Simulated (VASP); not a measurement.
AgCl (Chlorargyrite): single point with PBE

The system is AgCl (Chlorargyrite).

```xyz
2
Lattice="0.0000 2.6792 2.6792 2.6792 0.0000 2.6792 2.6792 2.6792 0.0000" Properties=species:S:1:pos:R:3 pbc="T T T"
Ag    0.0000    0.0000    0.0000
Cl    2.6792    2.6792    2.6792
```

```
Program             : VASP 6.6.1
Task                : single point
Functional          : PBE
Potentials or basis : VASP PAW PBE potentials, release 64 (Ag, Cl)
Cutoff              : 500 eV
k mesh              : 6 × 6 × 6
Occupations         : methfessel-paxton, width 0.01 eV
Spin                : no spin polarisation
```

```json
{
 "Pressure": "8.2 GPa",
 "Band gap on the k mesh": "0.91 eV, indirect (least direct gap 3.68 eV)"
}
```

Levels at points of the mesh, in eV from the valence-band top:
```tsv
k point	band 7	band 8	band 9	band 10	band 11	band 12
(0.00, 0.00, 0.00)	-2.77	-2.77	-2.77	0.91	10.80	10.80
(0.50, 0.00, 0.00)	-2.06	0.00	0.00	3.94	7.14	7.45
(0.50, 0.50, 0.00)	-2.28	-2.28	-2.11	2.20	7.87	8.98
```

Run time: 7.7 s on 1 thread of Intel(R) Xeon(R) Platinum 8559C (Emerald Rapids) (shared host), peak memory 0.15 GiB.

A k mesh can miss the band edges. As with any semilocal functional, this PBE gap is likely too small.
